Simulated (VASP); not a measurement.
Crystal: SiO2.

```
CELL_PARAMETERS angstrom
4.99265 0.00000 0.00000
0.00000 4.99265 0.00000
0.00000 0.00000 6.93393
ATOMIC_POSITIONS crystal
Si 0.69866 0.69866 0.50000
Si 0.80134 0.19866 0.75000
Si 0.19866 0.80134 0.25000
Si 0.30134 0.30134 0.00000
O 0.89357 0.76139 0.32011
O 0.10643 0.23861 0.82011
O 0.76139 0.89357 0.67989
O 0.26139 0.60643 0.07011
O 0.23861 0.10643 0.17989
O 0.39357 0.73861 0.42989
O 0.60643 0.26139 0.92989
O 0.73861 0.39357 0.57011
```

| Quantity | Value |
| --- | --- |
| Program | VASP 6.6.1 |
| Task | relaxation of cell and atoms |
| Functional | PBE |
| Potentials or basis | VASP PAW PBE potentials, release 64 (Si, O) |
| Cutoff | 600 eV |
| k mesh | 6 × 6 × 4 |
| Occupations | gaussian, width 0.01 eV |
| Spin | no spin polarisation |

At the start: pressure 4.6 GPa; volume 14.40 Å³/atom.

Question: Where does the relaxation end?

Answer: Over 34 steps the energy falls by 6.3 meV/atom and the volume is 15.21 Å³/atom (+5.6 %); space group P4_12_12 (No. 92, to 0.1 Å) before and after.

Step by step:
| step | energy change (eV) | largest force (eV/Å) | pressure (GPa) | volume (Å³) |
| --- | --- | --- | --- | --- |
| 1 | 0.0000 | 0.2794 | 4.56 | 172.84 |
| 2 | 0.0604 | 0.4109 | -5.61 | 183.31 |
| 3 | -0.0655 | 0.0398 | -0.01 | 177.12 |
| 4 | -0.0655 | 0.0397 | 0.08 | 177.03 |
| 5 | -0.0657 | 0.0430 | 0.08 | 177.11 |
| 6 | -0.0657 | 0.0552 | 0.08 | 177.13 |
| 7 | -0.0659 | 0.0530 | 0.07 | 177.16 |
| 8 | -0.0662 | 0.0461 | 0.05 | 177.25 |
| 9 | -0.0667 | 0.0364 | 0.00 | 177.44 |
| 10 | -0.0674 | 0.0453 | -0.08 | 177.81 |
| 11 | -0.0670 | 0.1098 | -0.27 | 178.56 |
| 12 | -0.0676 | 0.0637 | -0.15 | 178.06 |
| 13 | -0.0678 | 0.0591 | -0.11 | 178.12 |
| 14 | -0.0684 | 0.0480 | -0.02 | 178.29 |
| 15 | -0.0691 | 0.0918 | 0.17 | 178.65 |
| 16 | -0.0698 | 0.0681 | 0.18 | 178.89 |
| 17 | -0.0714 | 0.0644 | 0.20 | 179.63 |
| 18 | -0.0715 | 0.1761 | 0.22 | 181.12 |
| 19 | -0.0719 | 0.1221 | 0.20 | 180.42 |
| 20 | -0.0723 | 0.1153 | 0.20 | 180.59 |
| 21 | -0.0732 | 0.0945 | 0.15 | 181.08 |
| 22 | -0.0745 | 0.0542 | 0.01 | 182.05 |
| 23 | -0.0745 | 0.0371 | -0.17 | 184.02 |
| 24 | -0.0749 | 0.0228 | -0.06 | 182.94 |
| 25 | -0.0749 | 0.0263 | -0.03 | 182.81 |
| 26 | -0.0749 | 0.0241 | -0.04 | 182.89 |
| 27 | -0.0749 | 0.0180 | -0.02 | 182.80 |
| 28 | -0.0750 | 0.0155 | 0.02 | 182.68 |
| 29 | -0.0750 | 0.0161 | 0.02 | 182.66 |
| 30 | -0.0750 | 0.0139 | 0.02 | 182.64 |
| 31 | -0.0751 | 0.0092 | 0.02 | 182.61 |
| 32 | -0.0751 | 0.0150 | 0.01 | 182.53 |
| 33 | -0.0752 | 0.0087 | 0.00 | 182.52 |
| 34 | -0.0752 | 0.0017 | 0.00 | 182.52 |

Final structure:
```xyz
12
Lattice="5.0753 0.0000 0.0000 0.0000 5.0753 0.0000 0.0000 0.0000 7.0860" Properties=species:S:1:pos:R:3 pbc="T T T"
Si    3.5773    3.5773    3.5430
Si    4.0356    1.0396    5.3145
Si    1.0396    4.0356    1.7715
Si    1.4980    1.4980    0.0000
O     4.5901    3.8531    2.3025
O     0.4851    1.2221    5.8455
O     3.8531    4.5901    4.7835
O     1.3155    3.0228    0.5310
O     1.2221    0.4851    1.2405
O     2.0525    3.7598    3.0120
O     3.0228    1.3155    6.5550
O     3.7598    2.0525    4.0740
```
